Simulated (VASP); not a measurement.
Write the native input for VASP 6.6.1 that does the following.

| Quantity | Value |
| --- | --- |
| Task | single point |
| Functional | PBEsol |
| Potentials or basis | VASP PAW PBE potentials, release 64 (Ir) |
| Cutoff | 520 eV |
| k mesh | 11 × 11 × 6 |
| Occupations | fermi-dirac, width 0.05 eV |
| Spin | no spin polarisation |
| Dipole correction | no |
| Further INCAR settings | ALGO = Normal; EDIFF = 1e-06; NBANDS = 16 |

The structure of Ir lies in POSCAR:

```
Ir
1.0
    2.6766511080      0.0000000000      0.0000000000
   -1.3383255540      2.3180478566      0.0000000000
    0.0000000000      0.0000000000      4.3439065752
Ir
2
Direct
    0.3333333333      0.6666666667      0.2500000000
    0.6666666667      0.3333333333      0.7500000000
```

One way to write it, as run:

INCAR

```
SYSTEM = Ir
ALGO = Normal ; EDIFF = 1E-6
ENCUT = 520 ; GGA = PS
ISIF = 2 ; ISMEAR = -1
LASPH = .TRUE. ; LCHARG = .TRUE.
LELF = .TRUE. ; LREAL = .FALSE.
LVHAR = .TRUE. ; LWAVE = .FALSE.
NBANDS = 16 ; NELM = 80
PREC = Accurate ; SIGMA = 0.05
```

KPOINTS

```
k-points
0
G
  11 11 6
  0 0 0
```

Potentials or basis: VASP PAW PBE potentials, release 64 (Ir).

Launch:

```sh
$ cat potpaw_PBE.64/Ir/POTCAR > POTCAR
$ mpirun -np 1 vasp_std > vasp.out
```

It gave:

* Pressure: 21.5 GPa
* Band gap on the k mesh: zero (band 9 reaches 12.32 eV, above the bottom of band 10 at 8.77 eV)

Caveat: the PAW data sets were made with another functional, which shifts forces and pressure a little; spin-orbit coupling is left out, which moves the levels of the heavy elements.

It took 14 s on 1 thread of AMD EPYC 9R45 96-Core Processor (Zen 5), on a shared host, peak memory 0.12 GiB.
